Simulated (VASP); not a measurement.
Here is a VASP 6.6.1 calculation.

The input INCAR:

```
ALGO = Normal
EDIFF = 1E-6
ENCUT = 520
GGA = PS
ISIF = 2
ISMEAR = 0
LASPH = T
LCHARG = F
LREAL = F
LWAVE = F
NBANDS = 36
NELM = 100
PREC = Accurate
SIGMA = 0.1
```

KPOINTS

```
k-points
0
Gamma
  8 8 8
```

The input POSCAR:

```
AlPt
1.0
    4.8687862452      0.0000000000      0.0000000000
    0.0000000000      4.8687862452      0.0000000000
    0.0000000000      0.0000000000      4.8687862452
Al Pt
4 4
Direct
    0.8441796171      0.8441796171      0.8441796171
    0.6558203829      0.1558203829      0.3441796171
    0.3441796171      0.6558203829      0.1558203829
    0.1558203829      0.3441796171      0.6558203829
    0.1538708531      0.1538708531      0.1538708531
    0.3461291469      0.8461291469      0.6538708531
    0.6538708531      0.3461291469      0.8461291469
    0.8461291469      0.6538708531      0.3461291469
```

Potentials or basis: VASP PAW PBE potentials, release 64 (Al, Pt).

Run with:

```sh
$ cat potpaw_PBE.64/Al/POTCAR potpaw_PBE.64/Pt/POTCAR > POTCAR
$ mpirun -np 1 vasp_std > vasp.out
```

(1) Estimate the largest force.

(2) What does it give for the band gap on the k mesh?

## Answers

(1) 0.014 eV/Å.

(2) zero (band 26 reaches 10.83 eV, above the bottom of band 27 at 9.68 eV).

Caveat: the PAW data sets were made with another functional, which shifts forces and pressure a little; spin-orbit coupling is left out, which moves the levels of the heavy elements.
